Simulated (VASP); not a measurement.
Write the native input for VASP 6.6.1 that does the following.

| Property | Result |
| --- | --- |
| Task | single point |
| Functional | PBE |
| Potentials or basis | VASP PAW PBE potentials, release 64 (Pt, S) |
| Cutoff | 520 eV |
| k mesh | 4 × 4 × 6 |
| Occupations | fermi-dirac, width 0.02 eV |
| Spin | no spin polarisation |
| Dipole correction | no |
| Further INCAR settings | ALGO = Normal; EDIFF = 1e-07; NBANDS = 31 |

The structure of PtS2 lies in POSCAR:

```
PtS2
1.0
    5.4579142686      0.0000000000      0.0000000000
    0.0000000000      5.4579142686      0.0000000000
    0.0000000000      0.0000000000      3.8159519440
Pt S
2 4
Direct
    0.0000000000      0.0000000000      0.0000000000
    0.5000000000      0.5000000000      0.5000000000
    0.3096298023      0.3096298023      0.0000000000
    0.1903701977      0.8096298023      0.5000000000
    0.8096298023      0.1903701977      0.5000000000
    0.6903701977      0.6903701977      0.0000000000
```

These files were run (other wordings do the same):

INCAR

```
SYSTEM = PtS2
  ALGO = Normal
  EDIFF = 1E-7
  ENCUT = 520
  GGA = PE
  ISIF = 2
  ISMEAR = -1
  LASPH = .TRUE.
  LCHARG = .TRUE.
  LELF = .TRUE.
  LREAL = .FALSE.
  LVHAR = .TRUE.
  LWAVE = .FALSE.
  NBANDS = 31
  NELM = 100
  PREC = Accurate
  SIGMA = 0.02
```

KPOINTS

```
k-points
0
G
  4 4 6
  0 0 0
```

Potentials or basis: VASP PAW PBE potentials, release 64 (Pt, S).

Run with:

```console
$ cat potpaw_PBE.64/Pt/POTCAR potpaw_PBE.64/S/POTCAR > POTCAR
$ mpirun -np 1 vasp_std > vasp.out
```

It gave:

The pressure is -0.3 GPa, the largest force is 0.010 eV/Å and the band gap on the k mesh is zero (band 22 reaches 6.23 eV, above the bottom of band 23 at 5.84 eV).

Caveat: spin-orbit coupling is left out, which moves the levels of the heavy elements.

It took 57 s on 1 thread of Intel(R) Xeon(R) Platinum 8375C CPU @ 2.90GHz (Ice Lake), on a shared host, peak memory 0.24 GiB.
